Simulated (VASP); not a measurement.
# CdS (zincblende type): single point with PBE

CdS (zincblende type):

```
CELL_PARAMETERS angstrom
0.00000 2.57481 2.57481
2.57481 0.00000 2.57481
2.57481 2.57481 0.00000
ATOMIC_POSITIONS crystal
Cd 0.00000 0.00000 0.00000
S 0.25000 0.25000 0.25000
```

```
Program             : VASP 6.6.1
Task                : single point
Functional          : PBE
Potentials or basis : VASP PAW PBE potentials, release 64 (Cd, S)
Cutoff              : 520 eV
k mesh              : 13 × 13 × 13
Occupations         : fermi-dirac, width 0.08 eV
Spin                : no spin polarisation
```

```yaml
Pressure: 60.7 GPa
Band_gap_on_the_k_mesh: 1.80 eV, direct
```

Levels at points of the mesh, in eV from the valence-band top:
| k point | band 6 | band 7 | band 8 | band 9 | band 10 | band 11 | band 12 | band 13 |
| --- | --- | --- | --- | --- | --- | --- | --- | --- |
| (0.00, 0.00, 0.00) | -8.95 | 0.00 | 0.00 | 0.00 | 1.80 | 6.03 | 6.03 | 6.03 |

Run time: 49 s on 1 thread of Intel(R) Xeon(R) Platinum 8488C (Sapphire Rapids), with other jobs on the host, peak memory 0.18 GiB.

A k mesh can miss the band edges. PBE gaps usually lie below the measured ones, often by a third to a half.
